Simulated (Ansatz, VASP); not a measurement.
W: VASP beside Ansatz

File INCAR:

```
  ALGO = Fast
  EDIFF = 1E-6
  ENCUT = 520
  GGA = PS
  ISIF = 2
  ISMEAR = 0
  LASPH = True
  LCHARG = False
  LREAL = False
  LWAVE = False
  NBANDS = 21
  NELM = 60
  PREC = Accurate
  SIGMA = 0.15
```

The input KPOINTS:

```
k-points
0
Gamma
  22 22 16
```

Contents of POSCAR:

```
W
1.0
    0.0000000000     -1.9989957669     -1.9989957669
    0.0000000000      1.9989957669     -1.9989957669
    3.9979915338      0.0000000000      0.0000000000
W
2
Direct
    0.4774886967      0.4774886967      0.5000000000
    0.0225113033      0.0225113033      0.0000000000
```

Input for Ansatz:

```yaml
crystal:
  lattice:
    - [0.0, -1.9989957669, -1.9989957669]
    - [0.0, 1.9989957669, -1.9989957669]
    - [3.9979915338, 0.0, 0.0]
  atoms:
    - { symbol: W, position: [0.4774886967, 0.4774886967, 0.5] }
    - { symbol: W, position: [0.0225113033, 0.0225113033, 0.0] }
basis:
  ecutwfc: 420
kpoints:
  mp_grid: { grid: [22, 22, 16] }
hamiltonian:
  xc: pbesol
scf:
  occupations: { method: gaussian, width: 0.15 }
output:
  forces: true
  stress: true
  eigenvalues: true
  write_density: true
  write_potential: true
  elf: true
  volumetric_format: npy
```

Change from the starting cell: mode 4 (104.6 1/cm) frozen in, largest displacement +0.090 Å.

Alike in both runs: task single point; functional PBEsol; k mesh 22 × 22 × 16; occupations gaussian, width 0.15 eV; no spin polarisation.

|  | VASP | Ansatz |
| --- | --- | --- |
| version | VASP 6.6.1 | Ansatz 0.2.0 |
| potentials or method | VASP PAW PBE potentials, release 64 (W_sv), cutoff 520 eV | scalar-relativistic, plane waves, PAW |
| valence electrons in the cell | 28 | 28 |

Ansatz gave:

| Quantity | Value |
| --- | --- |
| gap on the k mesh at the Fermi level (eV) | none |
| pressure (GPa) | 1.8 |
| traceless stress, the component that is largest in VASP (GPa) | -3.18 |
| rms of the force components (eV/Å) | 0.378 |

Question: What did VASP give for the same quantities?

Answer: gap on the k mesh at the Fermi level (eV): none; pressure (GPa): 2.5; traceless stress, the component that is largest in VASP (GPa): -3.21; rms of the force components (eV/Å): 0.383.

VASP's potentials were made for PBE, not for PBEsol. Atom by atom the forces differ by 0.004 eV/Å (rms over components). A gap of «none» marks a metal or a gap that the smearing closes. With one functional, cell and mesh, what is left measures potentials, basis and numerics.

Neither program's run includes spin-orbit coupling.
